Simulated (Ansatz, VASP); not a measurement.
**As2CO3: VASP beside Ansatz**

```xyz
6
Lattice="3.0658 0.0000 0.0000 0.0000 3.0658 0.0000 0.0000 0.0000 6.6564" Properties=species:S:1:pos:R:3 pbc="T T T"
As    0.0000    1.5329    4.7558
As    1.5329    0.0000    1.9006
C     0.0000    0.0000    0.0000
O     1.5329    1.5329    0.0000
O     0.0000    1.5329    2.5353
O     1.5329    0.0000    4.1211
```

Change from the starting cell: species swapped into the Hf2CuSb3 type (P-4m2, No. 115).

Alike in both runs: functional PBE; k mesh 12 × 12 × 6; occupations gaussian, width 0.1 eV; no spin polarisation.

Ansatz relaxed the structure, and its values are those at the end. VASP's run is a single point on that final structure, the one shown.

|  | VASP | Ansatz |
| --- | --- | --- |
| version | VASP 6.6.1 | Ansatz 0.2.0 |
| potentials or method | VASP PAW PBE potentials, release 64 (As, C, O), cutoff 520 eV | scalar-relativistic, plane waves, PAW |
| valence electrons in the cell | 32 | 52 |

Ansatz gave:

| Quantity | Value |
| --- | --- |
| gap on the k mesh at the Fermi level (eV) | none |
| pressure (GPa) | 0.0 |

Question: What did VASP give for the same quantities?

Answer: gap on the k mesh at the Fermi level (eV): none; pressure (GPa): -0.1.

A gap of «none» marks a metal or a gap that the smearing closes. With one functional, cell and mesh, what is left measures potentials, basis and numerics. VASP's potentials hold 32 valence electrons a cell and Ansatz's 52, so a difference there can come from the potentials and not from the codes.
